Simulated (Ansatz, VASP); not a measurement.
# One calculation of NaYCl6, two programs

```
Na Y Cl
1.0
     0.00000    5.38109    5.38109
     5.38109    0.00000    5.38109
     5.38109    5.38109    0.00000
Na Y Cl
1 1 6
Direct
  0.50000 0.50000 0.50000
  0.00000 0.00000 0.00000
  0.75681 0.24319 0.24319
  0.24319 0.75681 0.75681
  0.24319 0.75681 0.24319
  0.75681 0.24319 0.75681
  0.24319 0.24319 0.75681
  0.75681 0.75681 0.24319
```

Alike in both runs: functional PBE; k mesh 4 × 4 × 4; occupations gaussian, width 0.1 eV; no spin polarisation.

Ansatz relaxed the structure, and its values are those at the end. VASP's run is a single point on that final structure, the one shown.

|  | VASP | Ansatz |
| --- | --- | --- |
| version | VASP 6.6.1 | Ansatz 0.2.0 |
| potentials or method | VASP PAW PBE potentials, release 64 (Na_pv, Y_sv, Cl), cutoff 520 eV | scalar-relativistic, plane waves, PAW |
| valence electrons in the cell | 60 | 62 |

VASP gave:

```
gap on the k mesh at the Fermi level (eV) : none
pressure (GPa)                            : 0.2
rms of the force components (eV/Å)        : 0.004
```

Q: What did Ansatz give for the same quantities?

A: gap on the k mesh at the Fermi level (eV): none; pressure (GPa): 0.2; rms of the force components (eV/Å): 0.007.

A gap of «none» marks a metal or a gap that the smearing closes. VASP's potentials hold 60 valence electrons a cell and Ansatz's 62, so a difference there can come from the potentials and not from the codes.
